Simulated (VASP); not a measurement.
Crystal: BiTe.

```
CELL_PARAMETERS angstrom
2.42271 1.39875 3.31729
-2.42271 1.39875 3.31729
0.00000 -2.79750 3.31729
ATOMIC_POSITIONS crystal
Bi 0.50000 0.50000 0.50000
Te 0.00000 0.00000 0.00000
```

Base run:

- Program: VASP 6.6.1
- Functional: PBE
- Dispersion: D3(BJ)
- Potentials or basis: VASP PAW PBE potentials, release 64 (Bi_d, Te)
- Cutoff: 500 eV
- k mesh: 6 × 6 × 6
- Occupations: gaussian, width 0.1 eV
- Spin: no spin polarisation

Its results: pressure -2.4 GPa.

Problem. The run is repeated on the same cell with these changes: functional from PBE to RPBE. What comes out?

Solution. Pressure -14.4 GPa.

Caveats: pairwise dispersion overbinds metals, which lowers pressure and volume; the PAW data sets were made with another functional, which shifts forces and pressure a little (some runs).
